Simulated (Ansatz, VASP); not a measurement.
## HgTe: VASP beside Ansatz

```xyz
2
Lattice="0.0000 3.2900 3.2900 3.2900 0.0000 3.2900 3.2900 3.2900 0.0000" Properties=species:S:1:pos:R:3 pbc="T T T"
Hg    0.0000    0.0000    0.0000
Te    1.6450    1.6450    1.6450
```

Alike in both runs: task relaxation of cell and atoms; functional r2SCAN; k mesh 12 × 12 × 12; occupations gaussian, width 0.1 eV; no spin polarisation.

```csv
,VASP,Ansatz
version,VASP 6.6.1,Ansatz 0.2.0
potentials or method,"VASP PAW PBE potentials, release 64 (Hg, Te), cutoff 600 eV","scalar-relativistic, plane waves, PAW"
valence electrons in the cell,18,36
```

|  | VASP | Ansatz | Ansatz less VASP |
| --- | --- | --- | --- |
| gap on the k mesh at the Fermi level, each at its own relaxed structure (eV) | none | none | - |
| relaxed volume (Å³/atom) | 35.55 | 35.49 | -0.059 |
| relaxed cell length with the largest relative difference (Å) | 4.650 | 4.648 | -0.0026 |

VASP's potentials were made for PBE, not for r2SCAN. A gap of «none» marks a metal or a gap that the smearing closes. VASP's potentials hold 18 valence electrons a cell and Ansatz's 36, so a difference there can come from the potentials and not from the codes.

Neither program's run includes spin-orbit coupling.
